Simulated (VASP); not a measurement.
Input of a VASP 6.6.1 run:

File POSCAR:

```
BaS
1.0
    0.0000000000      3.4824579473      3.5835556952
    3.4824579473      0.0000000000      3.5835556952
    3.4824579473      3.4824579473      0.0000000000
Ba S
1 1
Direct
    0.0000000000      0.0000000000      0.0000000000
    0.2500000000      0.2500000000      0.2500000000
```

INCAR.step1

```
PREC     = Accurate       # precision mode
ENCUT    = 520            # plane-wave cutoff, eV
EDIFF    = 1E-5           # SCF threshold, eV
ISMEAR   = 0              # smearing method
SIGMA    = 0.01           # smearing width, eV
LREAL    = F              # projectors in reciprocal space
LASPH    = T              # aspherical terms in the spheres
NELM     = 100            # most SCF steps
ALGO     = Normal         # electronic algorithm
ISIF     = 2              # what is computed and relaxed
LWAVE    = T              # write WAVECAR
LCHARG   = F              # write CHGCAR
NBANDS   = 15             # bands
GGA      = PE             # functional
```

File INCAR.step2:

```
PREC     = Accurate       # precision mode
ENCUT    = 520            # plane-wave cutoff, eV
EDIFF    = 1E-6           # SCF threshold, eV
ISMEAR   = 0              # smearing method
SIGMA    = 0.01           # smearing width, eV
LREAL    = F              # projectors in reciprocal space
LASPH    = T              # aspherical terms in the spheres
NELM     = 100            # most SCF steps
ALGO     = Normal         # electronic algorithm
ISIF     = 2              # what is computed and relaxed
LWAVE    = F              # write WAVECAR
LCHARG   = F              # write CHGCAR
GGA      = PE             # functional
LHFCALC  = T              # exact exchange
HFSCREEN = 0.2079         # screening, 1/A
PRECFOCK = Normal       
NBANDS   = 15             # bands
ISTART   = 1
```

Contents of KPOINTS:

```
Automatic mesh
0
Gamma
  4 4 4
```

Potentials or basis: VASP PAW PBE potentials, release 64 (Ba_sv, S).

The run is started by

```bash
$ cat potpaw_PBE.64/Ba_sv/POTCAR potpaw_PBE.64/S/POTCAR > POTCAR
$ cp INCAR.step1 INCAR
$ mpirun -np 1 vasp_std > vasp.out
$ cp INCAR.step2 INCAR
$ mpirun -np 1 vasp_std > vasp.out
```

**Question.** Predict the pressure.

**Answer.** 0.2 GPa.

**Question.** Estimate the band gap on the k mesh.

**Answer.** 3.64 eV (least direct gap 4.32 eV).

Stress tensor (GPa, compression positive):
```
0.27 0.00 0.00
0.00 0.27 0.00
0.00 0.00 0.15
```

Caveat: the cell differs from its parent crystal (epitaxial xy strain -1.1%); the PAW data sets were made with another functional, which shifts forces and pressure a little; spin-orbit coupling is left out, which moves the levels of the heavy elements. A k mesh can miss the band edges.
